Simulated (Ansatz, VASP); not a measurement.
**TlSn in VASP and in Ansatz**

```
Tl Sn
1.0
     3.60264    0.00000    0.00000
     0.00000    3.60264    0.00000
     0.00000    0.00000    4.36037
Tl Sn
1 1
Direct
  0.00000 0.00000 0.00000
  0.50000 0.50000 0.50000
```

Change from the starting cell: volume scaled by 0.99, crystal datasets.

Alike in both runs: task electric field gradients; functional LDA; k mesh 9 × 9 × 8; occupations fermi-dirac, width 0.08 eV; no spin polarisation.

```csv
,VASP,Ansatz
version,VASP 6.6.1,Ansatz 0.2.0
potentials or method,"VASP PAW LDA potentials, release 64 (Tl_d, Sn_d), cutoff 520 eV","all-electron PAW with datasets made for the crystal, scalar-relativistic"
```

```csv
,VASP,Ansatz,Ansatz less VASP
pressure (GPa),-2.9,-2.9,-0.01
"traceless stress, the component that is largest in VASP (GPa)",0.46,0.46,+0.001
size of Vzz on the site where it differs most (V/Å²),9.8,8.3,-1.50
```

LDA's correlation is that of Perdew and Zunger in VASP and of Perdew and Wang (1992) in Ansatz. Ansatz ran all-electron here, and VASP with PAW potentials.

Spin-orbit coupling is off throughout.
